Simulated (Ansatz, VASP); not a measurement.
Te in VASP and in Ansatz

Contents of INCAR:

```
SYSTEM = Te
  ALGO = Normal
  EDIFF = 1E-6
  ENCUT = 520
  GGA = CA
  GGA_COMPAT = .False.
  ISIF = 2
  ISMEAR = -5
  LASPH = .True.
  LCHARG = .False.
  LORBIT = 11
  LORBMOM = .True.
  LREAL = .False.
  LSORBIT = .True.
  LWAVE = .False.
  MAGMOM = 0 0 0 0 0 0 0 0 0
  NBANDS = 31
  NELM = 150
  PREC = Accurate
  SIGMA = 0.1
```

Contents of KPOINTS:

```
k-points
0
Gamma
  7 7 5
  0 0 0
```

The input POSCAR:

```
Te
1.0
    4.3561508544      0.0000000000      0.0000000000
   -2.1780754272      3.7725373027      0.0000000000
    0.0000000000      0.0000000000      5.7941734662
Te
3
Direct
    0.7310000000      0.7310000000      0.5000000000
    0.0000000000      0.2690000000      0.8333333333
    0.2690000000      0.0000000000      0.1666666667
```

The input input.yaml:

```yaml
crystal:
  lattice:
    - [4.3561508544, 0.0, 0.0]
    - [-2.1780754272, 3.7725373027, 0.0]
    - [0.0, 0.0, 5.7941734662]
  atoms:
    - { symbol: Te, position: [0.731, 0.731, 0.5] }
    - { symbol: Te, position: [0.0, 0.269, 0.8333333333] }
    - { symbol: Te, position: [0.269, 0.0, 0.1666666667] }
hamiltonian:
  xc: lda
  pseudopotentials: { kind: paw_fr }
magnetization:
  noncollinear: true
  spin_orbit: true
kpoints:
  mp_grid: { grid: [7, 7, 5] }
scf:
  occupations: { method: tetrahedron }
output:
  forces: true
  stress: true
```

Alike in both runs: task single point; functional LDA; k mesh 7 × 7 × 5; occupations tetrahedron; non-collinear spin, spin-orbit coupling.

|  | VASP | Ansatz |
| --- | --- | --- |
| version | VASP 6.6.1 | Ansatz 0.2.0 |
| potentials or method | VASP PAW LDA potentials, release 64 (Te) | Ansatz PAW |
| plane-wave cutoff (eV) | 520 | 420 |
| valence electrons in the cell | 18 | 48 |

Ansatz gave:

| Item | Value |
| --- | --- |
| pressure (GPa) | 1.9 |
| traceless stress, the component that is largest in VASP (GPa) | 1.25 |
| rms of the force components (eV/Å) | 0.257 |
| net moment per atom (μB) | 0.00 |

**Question.** What did VASP give for the same quantities?

**Answer.** Pressure (GPa): 2.1; traceless stress, the component that is largest in VASP (GPa): 1.34; rms of the force components (eV/Å): 0.282; net moment per atom (μB): 0.00.

LDA's correlation is that of Perdew and Zunger in VASP and of Perdew and Wang (1992) in Ansatz. Atom by atom the forces differ by 0.025 eV/Å (rms over components). VASP's potentials hold 18 valence electrons a cell and Ansatz's 48, so a difference there can come from the potentials and not from the codes.

Noted on Ansatz's run: odd divisions of the mesh miss points on the zone boundary, where band edges often lie, so the gap on the mesh can be too wide.
